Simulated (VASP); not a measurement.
SiNi (rocksalt type):

```
CELL_PARAMETERS angstrom
0.00000 2.30249 2.30249
2.30249 0.00000 2.30249
2.30249 2.30249 0.00000
ATOMIC_POSITIONS crystal
Ni 0.00000 0.00000 0.00000
Si 0.50000 0.50000 0.50000
```

| Quantity | Value |
| --- | --- |
| Program | VASP 6.6.1 |
| Task | relaxation of cell and atoms |
| Functional | PBE |
| Potentials or basis | VASP PAW PBE potentials, release 64 (Ni, Si) |
| Cutoff | 600 eV |
| k mesh | 15 × 15 × 15 |
| Occupations | fermi-dirac, width 0.05 eV |
| Spin | no spin polarisation |

At the start: pressure 14.8 GPa; volume 12.21 Å³/atom.

Where does the relaxation end?

Over 5 steps the energy falls by 47.3 meV/atom and the volume is 13.30 Å³/atom (+9.0 %); space group Fm-3m (No. 225, to 0.1 Å) before and after.

The path:
```csv
step,energy change (eV),largest force (eV/Å),pressure (GPa),volume (Å³)
1,0.0000,0.0000,14.79,24.41
2,-0.0381,0.0000,-8.55,28.61
3,-0.0945,0.0000,-0.07,26.65
4,-0.0945,0.0000,0.13,26.60
5,-0.0945,0.0000,-0.03,26.60
```

Final structure:
```yaml
crystal:
  lattice:
    - [0.00000, 2.36935, 2.36935]
    - [2.36935, 0.00000, 2.36935]
    - [2.36935, 2.36935, 0.00000]
  atoms:
    - { symbol: Ni, position: [0.00000, 0.00000, 0.00000] }
    - { symbol: Si, position: [0.50000, 0.50000, 0.50000] }
```
